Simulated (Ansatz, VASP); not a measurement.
# Two plane-wave programs on Sb3P

```
CELL_PARAMETERS angstrom
4.60802 0.00000 0.00000
0.00000 4.60802 0.00000
0.00000 0.00000 4.60802
ATOMIC_POSITIONS crystal
Sb 0.00000 0.50000 0.50000
Sb 0.50000 0.00000 0.50000
Sb 0.50000 0.50000 0.00000
P 0.00000 0.00000 0.00000
```

Alike in both runs: functional PBE; k mesh 10 × 10 × 10; occupations gaussian, width 0.1 eV; no spin polarisation.

Ansatz relaxed the structure, and its values are those at the end. VASP's run is a single point on that final structure, the one shown.

|  | VASP | Ansatz |
| --- | --- | --- |
| version | VASP 6.6.1 | Ansatz 0.2.0 |
| potentials or method | VASP PAW PBE potentials, release 64 (Sb, P), cutoff 520 eV | scalar-relativistic, plane waves, PAW |
| valence electrons in the cell | 20 | 50 |

```tsv
	VASP	Ansatz	Ansatz less VASP
gap on the k mesh at the Fermi level (eV)	none	none	-
pressure (GPa)	-0.2	0.0	+0.16
```

A gap of «none» marks a metal or a gap that the smearing closes. The functional is the same, so the differences come from potentials, cutoffs and numerics. VASP's potentials hold 20 valence electrons a cell and Ansatz's 50, so a difference there can come from the potentials and not from the codes.

Neither program's run includes spin-orbit coupling.
